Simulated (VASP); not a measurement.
# Zr (Im-3m) in VASP: further runs

The runs below take Zr through single point, with PBE.

Program: VASP 6.6.1. These are calculated values, not measurements. Logs are shortened: lines on timing, memory, paths and dates and some standing lists are left out, and cuts for length are marked.

### Step 1. The cell of the first run

It takes space group Im-3m (No. 229, cubic). Conventional cell: a = 3.551 Å, b = 3.551 Å, c = 3.551 Å, α = 90.00°, β = 90.00°, γ = 90.00°. Within 4.0 Å of Zr (site symmetry m-3m) lie 14 Zr at 3.08 to 3.55 Å.

This isn't the form of Zr at room conditions, which is hcp.

### Step 2. Single point, PBE

File INCAR:

```
SYSTEM = Zr
ALGO = Normal
EDIFF = 1E-6
ENCUT = 520
GGA = PE
ISIF = 2
ISMEAR = -1
LASPH = .True.
LCHARG = .True.
LELF = .True.
LREAL = .False.
LVHAR = .True.
LWAVE = .False.
NBANDS = 12
NELM = 60
PREC = Accurate
SIGMA = 0.06122561905347299
```

File KPOINTS:

```
k-points
0
Gamma
  43 43 43
  0 0 0
```

File POSCAR:

```
Zr
1.0
   -1.7757102917      1.7757102917      1.7757102917
    1.7757102917     -1.7757102917      1.7757102917
    1.7757102917      1.7757102917     -1.7757102917
Zr
1
Direct
    0.0000000000      0.0000000000      0.0000000000
```

Potentials or basis: VASP PAW PBE potentials, release 64 (Zr_sv).

Started as:

```bash
$ cat potpaw_PBE.64/Zr_sv/POTCAR > POTCAR
$ mpirun -np 1 vasp_std > vasp.out
```

OUTCAR:

```text
SYSTEM = Zr
   EDIFF = 1E-6
   ENCUT = 520
   GGA = PE
   ISIF = 2
   ISMEAR = -1
   LASPH = .True.
   LREAL = .False.
   NELM = 60
   PREC = Accurate

 ion  position               nearest neighbor table
   1  0.000  0.000  0.000-

  LATTYP: Found a body centered cubic cell.
 ALAT       =     3.5514205834

  Lattice vectors:

 A1 = (  -1.7757102917,   1.7757102917,   1.7757102917)
 A2 = (   1.7757102917,  -1.7757102917,   1.7757102917)
 A3 = (   1.7757102917,   1.7757102917,  -1.7757102917)

Analysis of symmetry for initial positions (statically):
=====================================================================
 Subroutine PRICEL returns:
 Original cell was already a primitive cell.

 Routine SETGRP: Setting up the symmetry group for a
 body centered cubic supercell.

 Subroutine GETGRP returns: Found 48 space group operations
 (whereof 48 operations were pure point group operations)
 out of a pool of 48 trial point group operations.

The static configuration has the point symmetry O_h .

Analysis of symmetry for dynamics (positions and initial velocities):
=====================================================================
 Subroutine PRICEL returns:
 Original cell was already a primitive cell.

 Routine SETGRP: Setting up the symmetry group for a
 body centered cubic supercell.

 Subroutine GETGRP returns: Found 48 space group operations
 (whereof 48 operations were pure point group operations)
 out of a pool of 48 trial point group operations.

The dynamic configuration has the point symmetry O_h .

 Subroutine INISYM returns: Found 48 space group operations
 (whereof 48 operations are pure point group operations),
 and found     1 'primitive' translations

----------------------------------------------------------------------------------------

                                     Primitive cell

  volume of cell :      22.3963

  direct lattice vectors                    reciprocal lattice vectors
    -1.775710292  1.775710292  1.775710292     0.000000000  0.281577464  0.281577464
     1.775710292 -1.775710292  1.775710292     0.281577464  0.000000000  0.281577464
     1.775710292  1.775710292 -1.775710292     0.281577464  0.281577464  0.000000000

  length of vectors
     3.075620445  3.075620445  3.075620445     0.398210668  0.398210668  0.398210668

  position of ions in fractional coordinates (direct lattice)
     0.000000000  0.000000000  0.000000000

  ion indices of the primitive-cell ions
   primitive index   ion index
                 1           1

----------------------------------------------------------------------------------------

 KPOINTS: k-points

Automatic generation of k-mesh.
 Grid dimensions read from file:
 generate k-points for:   43   43   43

 Generating k-lattice:

  Cartesian coordinates                     Fractional coordinates (reciprocal lattice)
     0.000000000  0.006548313  0.006548313     0.023255814  0.000000000  0.000000000
     0.006548313  0.000000000  0.006548313     0.000000000  0.023255814  0.000000000
     0.006548313  0.006548313  0.000000000     0.000000000  0.000000000  0.023255814

  Length of vectors
     0.009260713  0.009260713  0.009260713

  Shift w.r.t. Gamma in fractional coordinates (k-lattice)
     0.000000000  0.000000000  0.000000000

 Subroutine IBZKPT returns following result:
 ===========================================

 Found   2024 irreducible k-points:

 Following reciprocal coordinates:
            Coordinates               Weight
  0.000000  0.000000  0.000000      1.000000
  0.023256  0.000000  0.000000     12.000000
  0.046512  0.000000  0.000000     12.000000
  0.069767  0.000000  0.000000     12.000000
  0.093023  0.000000  0.000000     12.000000
  0.116279  0.000000  0.000000     12.000000
[... 16 lines left out ...]
  0.023256  0.023256  0.000000     24.000000
  0.046512  0.023256  0.000000     48.000000
 [... further k-points ...]
   k-points           NKPTS =   2024   k-points in BZ     NKDIM =   2024   number of bands    NBANDS=     12
   number of dos      NEDOS =    301   number of ions     NIONS =      1
   total plane-waves  NPLWV =  13824
   dimension x,y,z NGX =    24 NGY =   24 NGZ =   24
   dimension x,y,z NGXF=    48 NGYF=   48 NGZF=   48
   ions per type =               1
   NGX,Y,Z   is equivalent  to a cutoff of  12.97, 12.97, 12.97 a.u.
   NGXF,Y,Z  is equivalent  to a cutoff of  25.95, 25.95, 25.95 a.u.
 SYSTEM =  Zr
   PREC   = accura    normal or accurate (medium, high low for compatibility)
   ISTART =      0    job   : 0-new  1-cont  2-samecut
   ICHARG =      2    charge: 1-file 2-atom 10-const
   ISPIN  =      1    spin polarized calculation?
   LNONCOLLINEAR =      F non collinear calculations
   LSORBIT =      F    spin-orbit coupling
   LASPH  =      T    aspherical Exc in radial PAW
   ENCUT  =  520.0 eV  38.22 Ry    6.18 a.u.   5.72  5.72  5.72*2*pi/ulx,y,z
   NELM   =     60;   NELMIN=  2; NELMDL= -5     # of ELM steps
   EDIFF  = 0.1E-05   stopping-criterion for ELM
   LREAL  =      F    real-space projection
   EDIFFG = 0.1E-04   stopping-criterion for IOM
   NSW    =      0    number of steps for IOM
   IBRION =     -1    ionic relax: 0-MD 1-quasi-New 2-CG
   NFREE  =      0    steps in history (QN), initial steepest desc. (CG)
   ISIF   =      2    stress and relaxation
   ISYM   =      2    0-nonsym 1-usesym 2-fastsym
   POTIM  = 0.5000    time-step for ionic-motion
   TEBEG  =    0.0;   TEEND  =   0.0 temperature during run
   PSTRESS=    0.0 pullay stress
   NELECT =      12.0000    total number of electrons
   NUPDOWN=      -1.0000    fix difference up-down
   EMIN   =  10.00;   EMAX   =-10.00  energy-range for DOS
   EFERMI =   0.00;   METHOD = LEGACY
   ISMEAR =    -1;   SIGMA  =   0.06  broadening in eV -4-tet -1-fermi 0-gaus
   EFERMI_NEDOS =   21; number of points for ismear=-14 and -15
   IALGO  =     38    algorithm
   IMIX   =      4    mixing-type and parameters
     AMIX     =   0.40;   BMIX     =  1.00
     AMIX_MAG =   1.60;   BMIX_MAG =  1.00
  volume/ion in A,a.u.               =      22.40       151.14
  Fermi-wavevector in a.u.,A,eV,Ry     =   1.329668  2.512708 24.055323  1.768016
  Thomas-Fermi vector in A             =   2.458813
   LORBIT       =      0    0 simple, 1 ext, 2 COOP (PROOUT), +10 PAW based schemes
   GGA     = PE    functional components
   LHFCALC =     F    Hartree Fock is set to
   AEXX    =    0.0000 exact exchange contribution
   IVDW    =     0    specifies the selected vdW correction
   LEPSILON=     F    determine dielectric tensor
   LRPA    =     F    only Hartree local field effects (RPA)
 non-spin polarized calculation
  energy-cutoff  :      520.00
  volume of cell :       22.40
 maximum number of plane-waves:       620
   NGX = 11   NGY = 11   NGZ = 11

 number of electron      12.0000000 magnetization

 Free energy of the ion-electron system (eV)
  ---------------------------------------------------
  ext. energy  EPLUGINS =         0.00000000
  ---------------------------------------------------
  free energy    TOTEN  =        -8.44454435 eV

  energy without entropy =       -8.42289171  energy(sigma->0) =       -8.43371803

 E-fermi :   9.1392     XC(G=0): -11.2533

 val. band max:        9.1384849503   @ k =  -0.3721  -0.4186   0.0465
 cond. band min:       9.1405638849   @ k =  -0.2791   0.3256   0.0930
 fundamental gap:      0.0020789346
 Fermi energy:         9.1391521955

 k-point     1 :       0.0000    0.0000    0.0000
  band No.  band energies     occupation
      1     -39.2713      2.00000
      2     -16.7266      2.00000
      3     -16.7266      2.00000
      4     -16.7266      2.00000
      5       3.7164      2.00000
      6      10.2881      0.00000
      7      10.2881      0.00000
      8      10.2881      0.00000
      9      12.8635      0.00000
     10      12.8635      0.00000
     11      21.6612      0.00000
     12      21.6612      0.00000

 k-point     2 :       0.0233    0.0000    0.0000
  band No.  band energies     occupation
      1     -39.2704      2.00000
      2     -16.7329      2.00000
      3     -16.7285      2.00000
      4     -16.7267      2.00000
      5       3.7359      2.00000
      6      10.2746      0.00000
      7      10.2843      0.00000
      8      10.3068      0.00000
      9      12.8405      0.00000
     10      12.8631      0.00000
     11      21.6793      0.00000
     12      21.6968      0.00000

 k-point     3 :       0.0465    0.0000    0.0000
  band No.  band energies     occupation
      1     -39.2676      2.00000
      2     -16.7516      2.00000
      3     -16.7342      2.00000
      4     -16.7268      2.00000
      5       3.7940      2.00000
      6      10.2350      0.00000
      7      10.2721      0.00000
      8      10.3629      0.00000
      9      12.7759      0.00000
     10      12.8621      0.00000
     11      21.7322      0.00000
     12      21.8012      0.00000
[... 286 lines left out ...]
 k-point    23 :       0.0233    0.0233    0.0000
  band No.  band energies     occupation
      1     -39.2685      2.00000
      2     -16.7458      2.00000
      3     -16.7305      2.00000
      4     -16.7282      2.00000
      5       3.7747      2.00000
      6      10.2554      0.00000
      7      10.2669      0.00000
      8      10.3465      0.00000
      9      12.7961      0.00000
     10      12.8631      0.00000
     11      21.7095      0.00000
     12      21.7818      0.00000

 k-point    24 :       0.0465    0.0233    0.0000
  band No.  band energies     occupation
      1     -39.2649      2.00000
      2     -16.7706      2.00000
      3     -16.7372      2.00000
      4     -16.7290      2.00000
      5       3.8516      2.00000
      6      10.2058      0.00000
      7      10.2453      0.00000
      8      10.4228      0.00000
      9      12.7145      0.00000
     10      12.8640      0.00000
     11      21.7757      0.00000
     12      21.9257      0.00000

 [... further k-points ...]
[... 5 lines left out ...]
  --------------------------------------------------------------------------------------
  -------------------------------------------------------------------------------------
  Total        0.2504213      0.2504213      0.2504213     -0.0000000     -0.0000000      0.0000000
  in kB       17.9145325     17.9145325     17.9145325     -0.0000000     -0.0000000      0.0000000
  external PRESSURE =      17.9145325 kB  Pullay stress =       0.0000000 kB

 VOLUME and BASIS-vectors are now :
 -----------------------------------------------------------------------------
  energy-cutoff  :      520.00
  volume of cell :       22.40
      direct lattice vectors                 reciprocal lattice vectors
    -1.775710292  1.775710292  1.775710292     0.000000000  0.281577464  0.281577464
     1.775710292 -1.775710292  1.775710292     0.281577464  0.000000000  0.281577464
     1.775710292  1.775710292 -1.775710292     0.281577464  0.281577464  0.000000000

 POSITION                                       TOTAL-FORCE (eV/Angst)
 -----------------------------------------------------------------------------------
      0.00000      0.00000      0.00000         0.000000      0.000000      0.000000
 -----------------------------------------------------------------------------------
    total drift:                               -0.000000      0.000000      0.000000

  FREE ENERGIE OF THE ION-ELECTRON SYSTEM (eV)
  ---------------------------------------------------
  free  energy   TOTEN  =        -8.4445443493 eV

  energy  without entropy=       -8.4228917093  energy(sigma->0) =       -8.43371803
```

It took 8 min on 1 thread of Oxide Virtual Turin-like, shared host; peak memory 0.55 GiB.

Results:

| Quantity | Value |
| --- | --- |
| Free energy | -8.4445 eV |
| Pressure | 1.8 GPa |
| Band gap on the k mesh | zero (bands 6 and 7 overlap by 1.91 eV) |

Levels at points of the mesh, in eV from the Fermi level:
```
           k point  band 4  band 5  band 6  band 7  band 8  band 9
(0.00, 0.00, 0.00)  -25.87   -5.42    1.15    1.15    1.15    3.72
```

(Continued in part 2 of 2.)
